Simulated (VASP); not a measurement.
A run of VASP 6.6.1 is set up as follows.

INCAR

```
SYSTEM = BaS
PREC = Accurate
ENCUT = 520
EDIFF = 1E-6
ISMEAR = -1
SIGMA = 0.05
LREAL = .False.
LASPH = .True.
NELM = 100
ALGO = Normal
ISIF = 2
LWAVE = .False.
LCHARG = .False.
GGA = RP
NBANDS = 15
```

KPOINTS

```
regular mesh
0
Gamma
  7 7 7
  0 0 0
```

The input POSCAR:

```
BaS
1.0
    0.0000000000      3.1937500000      3.1937500000
    3.1937500000      0.0000000000      3.1937500000
    3.1937500000      3.1937500000      0.0000000000
Ba S
1 1
Direct
    0.0000000000      0.0000000000      0.0000000000
    0.5000000000      0.5000000000      0.5000000000
```

Potentials or basis: VASP PAW PBE potentials, release 64 (Ba_sv, S).

Run with:

```sh
$ cat potpaw_PBE.64/Ba_sv/POTCAR potpaw_PBE.64/S/POTCAR > POTCAR
$ mpirun -np 1 vasp_std > vasp.out
```

(1) Predict the pressure.

(2) Predict the band gap on the k mesh.

Answers

(1) 3.0 GPa.

(2) 2.31 eV, indirect (least direct gap 2.45 eV).

Caveat: the PAW data sets were made with another functional, which shifts forces and pressure a little; spin-orbit coupling is left out, which moves the levels of the heavy elements.
